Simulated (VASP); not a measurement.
# SnSe in VASP: further runs, part 2 of 2

VASP 6.6.1.

### 3 Single point, LDA (all Sn atoms moved +0.225 Å, as atom 1 along Cartesian [1 1 0])

Contents of INCAR:

```
SYSTEM = SnSe
ALGO = Normal ; EDIFF = 1E-6
ENCUT = 500 ; GGA = CA
GGA_COMPAT = .FALSE. ; ISIF = 2
ISMEAR = 0 ; LASPH = .TRUE.
LCHARG = .TRUE. ; LELF = .TRUE.
LREAL = .FALSE. ; LVHAR = .TRUE.
LWAVE = .FALSE. ; NBANDS = 28
NELM = 120 ; PREC = Accurate
SIGMA = 0.05
```

Contents of KPOINTS:

```
k-points
0
G
  6 6 4
  0 0 0
```

Contents of POSCAR:

```
SnSe
1.0
    4.1898989379      0.0000000000      0.0000000000
    0.0000000000      4.1898989379      0.0000000000
    0.0000000000      0.0000000000     10.9796229414
Sn Se
2 2
Direct
    0.5379720437      0.0379720437      0.3781633338
    0.0379720437      0.5379720437      0.6218366662
    0.5000000000      0.0000000000      0.6217782129
    0.0000000000      0.5000000000      0.3782217871
```

Potentials or basis: VASP PAW LDA potentials, release 64 (Sn_d, Se).

Command:

```sh
$ cat potpaw_LDA.64/Sn_d/POTCAR potpaw_LDA.64/Se/POTCAR > POTCAR
$ mpirun -np 1 vasp_std > vasp.out
```

OUTCAR:

```text
SYSTEM = SnSe
   EDIFF = 1E-6
   ENCUT = 500
   GGA = CA
   ISIF = 2
   ISMEAR = 0
   LASPH = .TRUE.
   LREAL = .FALSE.
   NELM = 120
   PREC = Accurate

 ion  position               nearest neighbor table
   1  0.538  0.038  0.378-   3 2.68   4 2.74   4 2.97   4 2.97   4 3.19
   2  0.038  0.538  0.622-   4 2.68   3 2.74   3 2.97   3 2.97   3 3.19
   3  0.500  0.000  0.622-   1 2.68   2 2.74   2 2.97   2 2.97   2 3.19
   4  0.000  0.500  0.378-   2 2.68   1 2.74   1 2.97   1 2.97   1 3.19

  LATTYP: Found a simple tetragonal cell.
 ALAT       =     4.1898989379
 C/A-ratio  =     2.6204982755

  Lattice vectors:

 A1 = (   4.1898989379,   0.0000000000,   0.0000000000)
 A2 = (   0.0000000000,   4.1898989379,   0.0000000000)
 A3 = (   0.0000000000,   0.0000000000,  10.9796229414)

Analysis of symmetry for initial positions (statically):
=====================================================================
 Subroutine PRICEL returns:
 Original cell was already a primitive cell.

 Routine SETGRP: Setting up the symmetry group for a
 simple tetragonal supercell.

 Subroutine GETGRP returns: Found  4 space group operations
 (whereof  2 operations were pure point group operations)
 out of a pool of 16 trial point group operations.

The static configuration has the point symmetry C_2 .
 The point group associated with its full space group is C_2v.

Analysis of symmetry for dynamics (positions and initial velocities):
=====================================================================
 Subroutine PRICEL returns:
 Original cell was already a primitive cell.

 Routine SETGRP: Setting up the symmetry group for a
 simple tetragonal supercell.

 Subroutine GETGRP returns: Found  4 space group operations
 (whereof  2 operations were pure point group operations)
 out of a pool of 16 trial point group operations.

The dynamic configuration has the point symmetry C_2 .
 The point group associated with its full space group is C_2v.

 Subroutine INISYM returns: Found  4 space group operations
 (whereof  2 operations are pure point group operations),
 and found     1 'primitive' translations

----------------------------------------------------------------------------------------

                                     Primitive cell

  volume of cell :     192.7501

  direct lattice vectors                    reciprocal lattice vectors
     4.189898938  0.000000000  0.000000000     0.238669241  0.000000000  0.000000000
     0.000000000  4.189898938  0.000000000     0.000000000  0.238669241  0.000000000
     0.000000000  0.000000000 10.979622941     0.000000000  0.000000000  0.091077809

  length of vectors
     4.189898938  4.189898938 10.979622941     0.238669241  0.238669241  0.091077809

  position of ions in fractional coordinates (direct lattice)
     0.537972044  0.037972044  0.378163334
     0.037972044  0.537972044  0.621836666
     0.500000000  0.000000000  0.621778213
     0.000000000  0.500000000  0.378221787

  ion indices of the primitive-cell ions
   primitive index   ion index
                 1           1
[... 23 lines left out ...]
     0.000000000  0.000000000  0.000000000

 Subroutine IBZKPT returns following result:
 ===========================================

 Found     39 irreducible k-points:

 Following reciprocal coordinates:
            Coordinates               Weight
  0.000000  0.000000  0.000000      1.000000
  0.166667  0.000000  0.000000      4.000000
  0.333333  0.000000  0.000000      4.000000
  0.500000  0.000000  0.000000      2.000000
  0.166667  0.166667  0.000000      2.000000
 -0.166667  0.166667  0.000000      2.000000
[... 16 lines left out ...]
  0.333333  0.333333  0.250000      4.000000
 -0.333333  0.333333  0.250000      4.000000
 [... further k-points ...]
   k-points           NKPTS =     39   k-points in BZ     NKDIM =     39   number of bands    NBANDS=     28
   number of dos      NEDOS =    301   number of ions     NIONS =      4
   total plane-waves  NPLWV =  81920
   dimension x,y,z NGX =    32 NGY =   32 NGZ =   80
   dimension x,y,z NGXF=    64 NGYF=   64 NGZF=  160
   ions per type =               2   2
   NGX,Y,Z   is equivalent  to a cutoff of  12.70, 12.70, 12.11 a.u.
   NGXF,Y,Z  is equivalent  to a cutoff of  25.39, 25.39, 24.23 a.u.
 SYSTEM =  SnSe
   PREC   = accura    normal or accurate (medium, high low for compatibility)
   ISTART =      0    job   : 0-new  1-cont  2-samecut
   ICHARG =      2    charge: 1-file 2-atom 10-const
   ISPIN  =      1    spin polarized calculation?
   LNONCOLLINEAR =      F non collinear calculations
   LSORBIT =      F    spin-orbit coupling
   LASPH  =      T    aspherical Exc in radial PAW
   ENCUT  =  500.0 eV  36.75 Ry    6.06 a.u.   7.64  7.64 20.02*2*pi/ulx,y,z
   NELM   =    120;   NELMIN=  2; NELMDL= -5     # of ELM steps
   EDIFF  = 0.1E-05   stopping-criterion for ELM
   LREAL  =      F    real-space projection
   EDIFFG = 0.1E-04   stopping-criterion for IOM
   NSW    =      0    number of steps for IOM
   IBRION =     -1    ionic relax: 0-MD 1-quasi-New 2-CG
   NFREE  =      0    steps in history (QN), initial steepest desc. (CG)
   ISIF   =      2    stress and relaxation
   ISYM   =      2    0-nonsym 1-usesym 2-fastsym
   POTIM  = 0.5000    time-step for ionic-motion
   TEBEG  =    0.0;   TEEND  =   0.0 temperature during run
   PSTRESS=    0.0 pullay stress
   NELECT =      40.0000    total number of electrons
   NUPDOWN=      -1.0000    fix difference up-down
   EMIN   =  10.00;   EMAX   =-10.00  energy-range for DOS
   EFERMI =   0.00;   METHOD = LEGACY
   ISMEAR =     0;   SIGMA  =   0.05  broadening in eV -4-tet -1-fermi 0-gaus
   EFERMI_NEDOS =   21; number of points for ismear=-14 and -15
   IALGO  =     38    algorithm
   IMIX   =      4    mixing-type and parameters
     AMIX     =   0.40;   BMIX     =  1.00
     AMIX_MAG =   1.60;   BMIX_MAG =  1.00
  volume/ion in A,a.u.               =      48.19       325.19
  Fermi-wavevector in a.u.,A,eV,Ry     =   0.969237  1.831592 12.781590  0.939420
  Thomas-Fermi vector in A             =   2.099273
   LORBIT       =      0    0 simple, 1 ext, 2 COOP (PROOUT), +10 PAW based schemes
   GGA     = CA    functional components
   LHFCALC =     F    Hartree Fock is set to
   AEXX    =    0.0000 exact exchange contribution
   IVDW    =     0    specifies the selected vdW correction
   LEPSILON=     F    determine dielectric tensor
   LRPA    =     F    only Hartree local field effects (RPA)
 non-spin polarized calculation
 Gauss-broadening in eV      SIGMA  =   0.05
  energy-cutoff  :      500.00
  volume of cell :      192.75
 maximum number of plane-waves:      4921
 NGX is ok and might be reduce to    32
   NGX = 15   NGY = 15   NGZ = 41

 number of electron      40.0000019 magnetization

 Free energy of the ion-electron system (eV)
  ---------------------------------------------------
  ext. energy  EPLUGINS =         0.00000000
  ---------------------------------------------------
  free energy    TOTEN  =       -18.46363684 eV

  energy without entropy =      -18.46363684  energy(sigma->0) =      -18.46363684

 E-fermi :   1.0294     XC(G=0):  -6.3468

 val. band max:        0.7745850182   @ k =   0.3333   0.0000   0.5000
 cond. band min:       2.3005374897   @ k =  -0.1667   0.3333   0.5000
 fundamental gap:      1.5259524715
 Fermi energy:         1.0293968683

 k-point     1 :       0.0000    0.0000    0.0000
  band No.  band energies     occupation
      1     -20.2516      2.00000
      2     -20.2194      2.00000
      3     -20.2191      2.00000
      4     -20.2083      2.00000
      5     -20.2080      2.00000
      6     -20.2076      2.00000
[... 733 lines left out ...]
     27       6.5276      0.00000
     28       6.9754      0.00000

 [... further k-points ...]

------------------------ aborting loop because EDIFF is reached ----------------------------------------

  FORCE on cell =-STRESS in cart. coord.  units (eV):
  Direction    XX          YY          ZZ          XY          YZ          ZX
  --------------------------------------------------------------------------------------
  -------------------------------------------------------------------------------------
  Total        0.7837551      0.7837551      0.1929543      0.6311183      0.0000000      0.0000000
  in kB        6.5147305      6.5147305      1.6038749      5.2459824      0.0000000      0.0000000
  external PRESSURE =       4.8777786 kB  Pullay stress =       0.0000000 kB

 VOLUME and BASIS-vectors are now :
 -----------------------------------------------------------------------------
  energy-cutoff  :      500.00
  volume of cell :      192.75
      direct lattice vectors                 reciprocal lattice vectors
     4.189898938  0.000000000  0.000000000     0.238669241  0.000000000  0.000000000
     0.000000000  4.189898938  0.000000000     0.000000000  0.238669241  0.000000000
     0.000000000  0.000000000 10.979622941     0.000000000  0.000000000  0.091077809

 POSITION                                       TOTAL-FORCE (eV/Angst)
 -----------------------------------------------------------------------------------
      2.25405      0.15910      4.15209        -0.156951     -0.156951     -0.065907
      0.15910      2.25405      6.82753        -0.156951     -0.156951      0.065907
      2.09495      0.00000      6.82689         0.156951      0.156951      0.015625
      0.00000      2.09495      4.15273         0.156951      0.156951     -0.015625
 -----------------------------------------------------------------------------------
    total drift:                                0.000617      0.000617     -0.000001

  FREE ENERGIE OF THE ION-ELECTRON SYSTEM (eV)
  ---------------------------------------------------
  free  energy   TOTEN  =       -18.4636368396 eV

  energy  without entropy=      -18.4636368396  energy(sigma->0) =      -18.46363684
```

OSZICAR:

```text
N       E                     dE             d eps       ncg     rms          rms(c)
DAV:   1     0.346345619684E+03    0.34635E+03   -0.18518E+04  2268   0.145E+03
DAV:   2     0.298152868688E+02   -0.31653E+03   -0.30812E+03  2368   0.366E+02
DAV:   3    -0.167155870956E+02   -0.46531E+02   -0.45502E+02  2776   0.147E+02
DAV:   4    -0.188596713169E+02   -0.21441E+01   -0.21353E+01  2584   0.337E+01
DAV:   5    -0.189216432550E+02   -0.61972E-01   -0.61957E-01  3024   0.603E+00    0.517E+00
DAV:   6    -0.185161975215E+02    0.40545E+00   -0.82603E-01  3008   0.491E+00    0.324E+00
DAV:   7    -0.184760823024E+02    0.40115E-01   -0.26609E-01  2756   0.202E+00    0.106E+00
DAV:   8    -0.184641278267E+02    0.11954E-01   -0.32145E-02  2896   0.111E+00    0.245E-01
DAV:   9    -0.184611807469E+02    0.29471E-02   -0.50679E-03  2556   0.415E-01    0.113E-01
DAV:  10    -0.184612172433E+02   -0.36496E-04   -0.15734E-03  2396   0.166E-01    0.537E-02
DAV:  11    -0.184623949253E+02   -0.11777E-02   -0.13993E-03  2420   0.118E-01    0.583E-02
DAV:  12    -0.184634997414E+02   -0.11048E-02   -0.52292E-04  2716   0.898E-02    0.268E-02
DAV:  13    -0.184635568765E+02   -0.57135E-04   -0.45811E-05  2660   0.350E-02    0.134E-02
DAV:  14    -0.184636304983E+02   -0.73622E-04   -0.23832E-05  2064   0.164E-02    0.356E-03
DAV:  15    -0.184636344979E+02   -0.39996E-05   -0.10549E-06  2100   0.640E-03    0.119E-03
DAV:  16    -0.184636367036E+02   -0.22056E-05   -0.51678E-07  1848   0.313E-03    0.922E-04
DAV:  17    -0.184636368396E+02   -0.13601E-06   -0.58016E-08  1896   0.156E-03
   1 F= -.18463637E+02 E0= -.18463637E+02  d E =-.120656E-13
```

stdout:

```text
POSCAR found type information on POSCAR SnSe
 POSCAR found :  2 types and       4 ions
 scaLAPACK will be used
 LDA part: xc-table for (Slater(with rela. corr.)+CA(PZ))
 , standard interpolation
 POSCAR, INCAR and KPOINTS ok, starting setup
 FFT: planning ... GRIDC
 FFT: planning ... GRID_SOFT
 FFT: planning ... GRID
 WAVECAR not read
 entering main loop
```

Run time: 4.5 min. Hardware: 1 thread of Intel Xeon 8259CL, shared host; peak memory 0.34 GiB.

Results:

| Item | Value |
| --- | --- |
| Free energy | -18.4636 eV |
| Largest force | 0.232 eV/Å |
| Band gap on the k mesh | 1.53 eV (least direct gap 1.57 eV) |

Forces on the atoms (eV/Å):
```
Sn  -0.157 -0.157 -0.066
Sn  -0.157 -0.157  0.066
Se   0.157  0.157  0.016
Se   0.157  0.157 -0.016
```

Levels at points of the mesh, in eV from the valence-band top:
| k point | band 17 | band 18 | band 19 | band 20 | band 21 | band 22 | band 23 | band 24 |
| --- | --- | --- | --- | --- | --- | --- | --- | --- |
| (0.00, 0.00, 0.00) | -3.17 | -2.00 | -1.90 | -0.51 | 1.66 | 3.23 | 3.80 | 4.24 |
| (0.50, 0.00, 0.00) | -1.75 | -1.75 | -0.08 | -0.08 | 1.57 | 1.57 | 2.24 | 2.24 |
| (0.50, 0.50, 0.00) | -3.69 | -3.61 | -1.73 | -1.71 | 3.23 | 3.65 | 4.50 | 4.84 |
| (0.00, 0.00, 0.50) | -3.17 | -2.00 | -1.90 | -0.52 | 1.53 | 3.23 | 4.24 | 4.75 |
| (0.50, 0.00, 0.50) | -1.75 | -1.75 | -0.08 | -0.08 | 1.57 | 1.57 | 2.24 | 2.24 |
| (0.50, 0.50, 0.50) | -3.69 | -3.61 | -1.73 | -1.71 | 3.21 | 3.61 | 4.54 | 4.86 |

Caveat: the cell differs from its parent crystal (all Sn atoms moved +0.225 Å, as atom 1 along Cartesian [1 1 0]); spin-orbit coupling is left out, which moves the levels of the heavy elements.
